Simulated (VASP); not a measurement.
**B: single point with PBE**

B, a sheet with vacuum:

```xyz
2
Lattice="1.7525 0.0000 0.0000 0.0000 1.7525 0.0000 0.0000 0.0000 33.5790" Properties=species:S:1:pos:R:3 pbc="T T T"
B     0.8762    0.8762    6.7005
B     0.8762    0.8762   11.2995
```

```yaml
Program: VASP 6.6.1
Task: single point
Functional: PBE
Potentials_or_basis: VASP PAW PBE potentials, release 64 (B)
Cutoff: 420 eV
k_mesh: 32 × 32 × 1
Occupations: gaussian, width 0.1 eV
Spin: no spin polarisation
```

```yaml
Band_gap_on_the_k_mesh: zero (band 3 reaches 0.23 eV, above the bottom of band 4 at -7.92 eV)
```

Levels at points of the mesh, in eV from the Fermi level:
| k point | band 2 | band 3 | band 4 | band 5 | band 6 | band 7 |
| --- | --- | --- | --- | --- | --- | --- |
| (0.00, 0.00, 0.00) | -13.55 | -4.94 | -4.64 | 3.72 | 4.31 | 4.91 |
| (0.50, 0.00, 0.00) | -6.94 | -1.43 | -1.39 | 3.85 | 3.99 | 10.57 |
| (0.50, 0.50, 0.00) | 0.30 | 0.30 | 0.30 | 11.08 | 11.13 | 11.97 |

It took 3.1 min on 1 thread of Intel Xeon 8259CL (shared host), peak memory 0.24 GiB.
